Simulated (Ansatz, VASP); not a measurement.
# PbS in VASP and in Ansatz

```
CELL_PARAMETERS angstrom
2.99817 -2.95688 0.00000
2.99817 2.95688 0.00000
-1.10123 0.00000 11.93894
ATOMIC_POSITIONS crystal
Pb 0.77560 0.77560 0.63638
Pb 0.22440 0.22440 0.36362
S 0.26840 0.26840 0.59860
S 0.73160 0.73160 0.40140
```

Change from the starting cell: volume scaled by 1.06, PAW files.

Alike in both runs: task electric field gradients; functional PBE; k mesh 7 × 7 × 3; occupations fermi-dirac, width 0.01 eV; no spin polarisation.

|  | VASP | Ansatz |
| --- | --- | --- |
| version | VASP 6.6.1 | Ansatz 0.2.0 |
| potentials or method | VASP PAW PBE potentials, release 64 (Pb_d, S) | PAW with Ansatz's default frozen-core files, scalar-relativistic |
| plane-wave cutoff (eV) | 520 | 420 |
| valence electrons in the cell | 40 | 40 |

```tsv
	VASP	Ansatz	Ansatz less VASP
gap on the k mesh at the Fermi level (eV)	1.35	1.35	+0.002
rms of the force components (eV/Å)	0.326	0.325	-0.0008
size of Vzz on the site where it differs most (V/Å²)	125.6	118.1	-7.56
```

Atom by atom the forces differ by 0.001 eV/Å (rms over components). With one functional, cell and mesh, what is left measures potentials, basis and numerics. Ansatz's warnings: xc potential rough in thin density.

Neither program's run includes spin-orbit coupling.
